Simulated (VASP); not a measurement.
# Al6H in VASP: single point with PBE+D3(BJ)

Aim: the single point of Al6H with PBE+D3(BJ).

All numbers are computed with VASP 6.6.1; they aren't measurements. Logs are shortened: lines on timing, memory, paths and dates and some standing lists are left out, and cuts for length are marked.

**1. The cell of the first run**

The cell holds a slab with vacuum, 14 atoms: a = 5.632 Å, b = 5.632 Å, c = 23.349 Å, α = 90.00°, β = 90.00°, γ = 120.00°.

**2. Single point, PBE+D3(BJ)**

INCAR reads:

```
ALGO = Normal
DIPOL = 0.5 0.5 0.475
EDIFF = 1E-6
ENCUT = 520
GGA = PE
IDIPOL = 3
ISIF = 2
ISMEAR = 0
IVDW = 12
LASPH = T
LCHARG = F
LDIPOL = T
LREAL = F
LWAVE = F
NBANDS = 32
NELM = 80
PREC = Accurate
SIGMA = 0.1
```

KPOINTS reads:

```
k-points
0
Gamma
  4 4 1
```

POSCAR reads:

```
Al6H
1.0
    5.6324246428      0.0000000000      0.0000000000
   -2.8162123214      4.8778228256      0.0000000000
    0.0000000000      0.0000000000     23.3488554632
Al H
12 2
Direct
    0.3333333333      0.1666666667      0.3426292142
    0.3333333333      0.6666666667      0.3426292142
    0.8333333333      0.1666666667      0.3426292142
    0.8333333333      0.6666666667      0.3426292142
    0.6666254616      0.3332509232      0.4409145585
    0.6666254616      0.8333745384      0.4409145585
    0.1666666667      0.3333333333      0.4408234265
    0.1667490768      0.8333745384      0.4409145585
   -0.0000320601      0.5000320601      0.5391036682
   -0.0000320601     -0.0000641201      0.5391036682
    0.5000641201      0.5000320601      0.5391036682
    0.5000000000      0.0000000000      0.5394290471
    0.1666666667      0.3333333333      0.6620673717
    0.1666666667      0.3333333333      0.6943312851
```

Potentials or basis: VASP PAW PBE potentials, release 64 (Al, H).

Run with:

```sh
cat potpaw_PBE.64/Al/POTCAR potpaw_PBE.64/H/POTCAR > POTCAR
mpirun -np 1 vasp_std > vasp.out
```

OUTCAR:

```text
EDIFF = 1E-6
   ENCUT = 520
   GGA = PE
   ISIF = 2
   ISMEAR = 0
   IVDW = 12
   LASPH = T
   LREAL = F
   NELM = 80
   PREC = Accurate
 IVDW          = 12

 ion  position               nearest neighbor table
   1  0.333  0.167  0.343-   7 2.81   5 2.81   8 2.81   3 2.82   3 2.82   2 2.82   2 2.82   4 2.82
                             4 2.82
   2  0.333  0.667  0.343-   7 2.81   8 2.81   6 2.81   4 2.82   4 2.82   3 2.82   1 2.82   1 2.82
                             3 2.82
   3  0.833  0.167  0.343-   7 2.81   5 2.81   6 2.81   1 2.82   1 2.82   2 2.82   4 2.82   4 2.82
                             2 2.82
   4  0.833  0.667  0.343-   6 2.81   8 2.81   5 2.81   2 2.82   2 2.82   1 2.82   3 2.82   3 2.82
                             1 2.82
   5  0.667  0.333  0.441-   9 2.81  11 2.81   3 2.81   1 2.81   4 2.81   6 2.82   8 2.82   7 2.82
                             7 2.82  12 2.82   6 2.82   8 2.82
   6  0.667  0.833  0.441-  10 2.81  11 2.81   2 2.81   3 2.81   4 2.81   8 2.82   5 2.82   7 2.82
                             7 2.82  12 2.82   8 2.82   5 2.82
   7  0.167  0.333  0.441-   1 2.81   3 2.81   2 2.81  11 2.81  10 2.81   9 2.81   5 2.82   8 2.82
                             6 2.82   6 2.82   5 2.82   8 2.82
   8  0.167  0.833  0.441-   9 2.81  10 2.81   2 2.81   1 2.81   4 2.81   6 2.82   5 2.82   7 2.82
                             7 2.82  12 2.82   6 2.82   5 2.82
   9  1.000  0.500  0.539-   5 2.81   8 2.81   7 2.81  11 2.82  10 2.82  12 2.82  12 2.82  11 2.82
                            10 2.82
  10  1.000  1.000  0.539-   6 2.81   8 2.81   7 2.81   9 2.82  11 2.82  12 2.82  12 2.82  11 2.82
                             9 2.82
  11  0.500  0.500  0.539-   6 2.81   5 2.81   7 2.81   9 2.82  10 2.82  12 2.82  12 2.82   9 2.82
                            10 2.82
  12  0.500  0.000  0.539-  10 2.82  11 2.82   9 2.82   9 2.82  10 2.82  11 2.82   6 2.82   8 2.82
                             5 2.82
  13  0.167  0.333  0.662-  14 0.75
  14  0.167  0.333  0.694-  13 0.75

  LATTYP: Found a hexagonal cell.
 ALAT       =     5.6324246428
 C/A-ratio  =     4.1454359257

  Lattice vectors:

 A1 = (   5.6324246428,   0.0000000000,   0.0000000000)
 A2 = (  -2.8162123214,   4.8778228256,   0.0000000000)
 A3 = (   0.0000000000,   0.0000000000,  23.3488554632)

Analysis of symmetry for initial positions (statically):
=====================================================================
 Subroutine PRICEL returns:
 Original cell was already a primitive cell.

 Routine SETGRP: Setting up the symmetry group for a
 hexagonal supercell.

 Subroutine GETGRP returns: Found  6 space group operations
 (whereof  2 operations were pure point group operations)
 out of a pool of 24 trial point group operations.

The static configuration has the point symmetry C_1h.
 The point group associated with its full space group is C_3v.

Analysis of symmetry for dynamics (positions and initial velocities):
[... 145 lines left out ...]
   LRPA    =     F    only Hartree local field effects (RPA)
 non-spin polarized calculation
 Gauss-broadening in eV      SIGMA  =   0.10
  energy-cutoff  :      520.00
  volume of cell :      641.49
 maximum number of plane-waves:     17355
 NGX is ok and might be reduce to    42
   NGX = 21   NGY = 21   NGZ = 87

 dipolmoment           0.000000      0.000000     -0.003355 electrons x Angstroem

 number of electron      38.0000000 magnetization

 dipolmoment           0.000000      0.000000      0.000442 electrons x Angstroem

 Free energy of the ion-electron system (eV)
  ---------------------------------------------------
  ext. energy  EPLUGINS =         0.00000000
  ---------------------------------------------------
  free energy    TOTEN  =       -49.14173192 eV

  energy without entropy =      -49.12072064  energy(sigma->0) =      -49.13122628

 E-fermi :  -0.1279     XC(G=0):  -4.0723

 val. band max:       -0.2948560415   @ k =   0.5000   0.0000   0.0000
 cond. band min:      -0.0994030492   @ k =   0.2500   0.0000   0.0000
 fundamental gap:      0.1954529922
 Fermi energy:        -0.1279364895

 k-point     1 :       0.0000    0.0000    0.0000
  band No.  band energies     occupation
      1     -10.9493      2.00000
      2      -9.2652      2.00000
      3      -6.7806      2.00000
      4      -6.3683      2.00000
      5      -4.9279      2.00000
      6      -4.9279      2.00000
[... 125 lines left out ...]
     30       3.5392      0.00000
     31       3.6114      0.00000
 [bands above 31 left out]

------------------------ aborting loop because EDIFF is reached ----------------------------------------

 vacuum level on the upper side and lower side of the slab       (xc-potential included)        -0.035        -0.020

 Edisp (eV)   -2.90708

 E8    (eV) :    -1.3490

  FORCE on cell =-STRESS in cart. coord.  units (eV):
  Direction    XX          YY          ZZ          XY          YZ          ZX
  --------------------------------------------------------------------------------------
  -------------------------------------------------------------------------------------
  Total      -2.15110    -2.15110    -0.07219     0.00000    -0.00000     0.00000
  in kB      -5.37258    -5.37258    -0.18030     0.00000    -0.00000     0.00000
  external pressure =       -3.64 kB  Pullay stress =        0.00 kB

 VOLUME and BASIS-vectors are now :
 -----------------------------------------------------------------------------
  energy-cutoff  :      520.00
  volume of cell :      641.49
      direct lattice vectors                 reciprocal lattice vectors
     5.632424643  0.000000000  0.000000000     0.177543432  0.102504748  0.000000000
    -2.816212321  4.877822826  0.000000000     0.000000000  0.205009496  0.000000000
     0.000000000  0.000000000 23.348855463     0.000000000  0.000000000  0.042828652

 POSITION                                       TOTAL-FORCE (eV/Angst)
 -----------------------------------------------------------------------------------
      1.40811      0.81297      8.00000        -0.001218      0.000703     -0.000350
     -0.00000      3.25188      8.00000        -0.000000     -0.001406     -0.000350
      4.22432      0.81297      8.00000         0.001218      0.000703     -0.000350
      2.81621      3.25188      8.00000         0.000000      0.000000      0.004627
      2.81621      1.62554     10.29485        -0.000000      0.000712      0.001407
      1.40776      4.06505     10.29485         0.000617     -0.000356      0.001407
      0.00000      1.62594     10.29272         0.000000      0.000000      0.000836
     -1.40776      4.06505     10.29485        -0.000617     -0.000356      0.001407
      4.22405      2.43907     12.58745         0.000212     -0.000122     -0.002188
      2.81621      4.87751     12.58745         0.000000      0.000245     -0.002188
      1.40838      2.43907     12.58745        -0.000212     -0.000122     -0.002188
      2.81621      0.00000     12.59505         0.000000      0.000000     -0.003029
      0.00000      1.62594     15.45852         0.000000      0.000000     -0.013328
      0.00000      1.62594     16.21184         0.000000      0.000000      0.014288
 -----------------------------------------------------------------------------------
    total drift:                               -0.000000      0.000000      0.000095

  FREE ENERGIE OF THE ION-ELECTRON SYSTEM (eV)
  ---------------------------------------------------
  free  energy   TOTEN  =       -52.0488079772 eV

  energy  without entropy=      -52.0277966969  energy(sigma->0) =      -52.03830234

 vacuum level on the upper side and lower side of the slab         3.719         3.717
```

OSZICAR:

```text
N       E                     dE             d eps       ncg     rms          rms(c)
DAV:   1     0.128046667121E+03    0.12805E+03   -0.11427E+04   256   0.833E+02
DAV:   2    -0.425660340105E+02   -0.17061E+03   -0.16438E+03   360   0.147E+02
DAV:   3    -0.516928727868E+02   -0.91268E+01   -0.89503E+01   312   0.347E+01
[... 17 lines left out ...]
DAV:  21    -0.491417027752E+02   -0.10041E-04   -0.36232E-07   280   0.245E-03    0.968E-04
DAV:  22    -0.491417267362E+02   -0.23961E-04   -0.16444E-06   288   0.326E-03    0.690E-04
DAV:  23    -0.491417287739E+02   -0.20377E-05   -0.12214E-07   264   0.142E-03    0.560E-04
DAV:  24    -0.491417312639E+02   -0.24900E-05   -0.64970E-08   240   0.970E-04    0.270E-04
DAV:  25    -0.491417319155E+02   -0.65163E-06   -0.30529E-08   232   0.813E-04
   1 F= -.52048808E+02 E0= -.52038302E+02  d E =-.210113E-01
```

Wall time 4.8 min (1 thread of Intel Xeon Platinum 8259CL at 2.50GHz (Skylake/Cascade Lake), shared host); peak memory 0.66 GiB.

Results:

* Free energy: -52.0488 eV
* Largest force: 0.014 eV/Å
* Band gap on the k mesh: zero (bands 19 and 20 overlap by 0.69 eV)
* Dispersion energy per atom: -0.208 eV

Forces in eV/Å, atoms in the order of the input:
```
Al  -0.001  0.001  0.000
Al   0.000 -0.001  0.000
Al   0.001  0.001  0.000
Al   0.000  0.000  0.005
Al   0.000  0.001  0.001
Al   0.001  0.000  0.001
Al   0.000  0.000  0.001
Al  -0.001  0.000  0.001
Al   0.000  0.000 -0.002
Al   0.000  0.000 -0.002
Al   0.000  0.000 -0.002
Al   0.000  0.000 -0.003
H    0.000  0.000 -0.013
H    0.000  0.000  0.014
```
